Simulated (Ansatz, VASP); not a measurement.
## SnO2: VASP beside Ansatz

File INCAR:

```
SYSTEM = SnO2
PREC = Accurate
ENCUT = 520
EDIFF = 1E-6
ISMEAR = 0
SIGMA = 0.05
LREAL = .FALSE.
LASPH = .TRUE.
NELM = 80
ALGO = Normal
ISIF = 2
LWAVE = .FALSE.
LCHARG = .FALSE.
GGA = PE
NBANDS = 20
```

KPOINTS

```
regular mesh
0
G
  12 12 12
  0 0 0
```

Contents of POSCAR:

```
SnO2
1.0
    1.5763469202      0.9101043187      4.7952989919
   -1.5763469202      0.9101043187      4.7952989919
    0.0000000000     -1.8202086374      4.7952989919
Sn O
1 2
Direct
    0.5049182473      0.4950817527      0.5000000000
    0.2166363734      0.2531289750      0.2348826742
    0.7468710250      0.7833636266      0.7651173258
```

Input for Ansatz:

```yaml
crystal:
  lattice:
    - [1.5763469202, 0.9101043187, 4.7952989919]
    - [-1.5763469202, 0.9101043187, 4.7952989919]
    - [0.0, -1.8202086374, 4.7952989919]
  atoms:
    - { symbol: Sn, position: [0.5049182473, 0.4950817527, 0.5] }
    - { symbol: O, position: [0.2166363734, 0.253128975, 0.2348826742] }
    - { symbol: O, position: [0.746871025, 0.7833636266, 0.7651173258] }
basis:
  ecutwfc: 520.0
kpoints:
  mp_grid: { grid: [12, 12, 12] }
hamiltonian:
  xc: pbe
  pseudopotentials: { kind: paw, azcp: { folder: soft_1 } }
scf:
  occupations: { method: gaussian, width: 0.05 }
output:
  forces: true
  stress: true
  eigenvalues: true
  write_density: true
  write_potential: true
  elf: true
  volumetric_format: npy
```

Change from the starting cell: mode 4 frozen in at -0.059 Å, equal normal strain along x, y and z -0.0250.

Alike in both runs: task single point; functional PBE; k mesh 12 × 12 × 12; occupations gaussian, width 0.05 eV; no spin polarisation.

```csv
,VASP,Ansatz
version,VASP 6.6.1,Ansatz 0.2.0
potentials or method,"VASP PAW PBE potentials, release 64 (Sn_d, O), cutoff 520 eV","scalar-relativistic, plane waves, PAW"
valence electrons in the cell,26,26
```

|  | VASP | Ansatz | Ansatz less VASP |
| --- | --- | --- | --- |
| gap on the k mesh at the Fermi level (eV) | 2.52 | 2.54 | +0.021 |
| least direct gap on the mesh (eV) | 2.78 | 2.79 | +0.014 |
| pressure (GPa) | 14.0 | 13.3 | -0.76 |
| traceless stress, the component that is largest in VASP (GPa) | -5.71 | -5.26 | +0.456 |
| rms of the force components (eV/Å) | 0.770 | 0.739 | -0.0311 |

Atom by atom the forces differ by 0.035 eV/Å (rms over components).
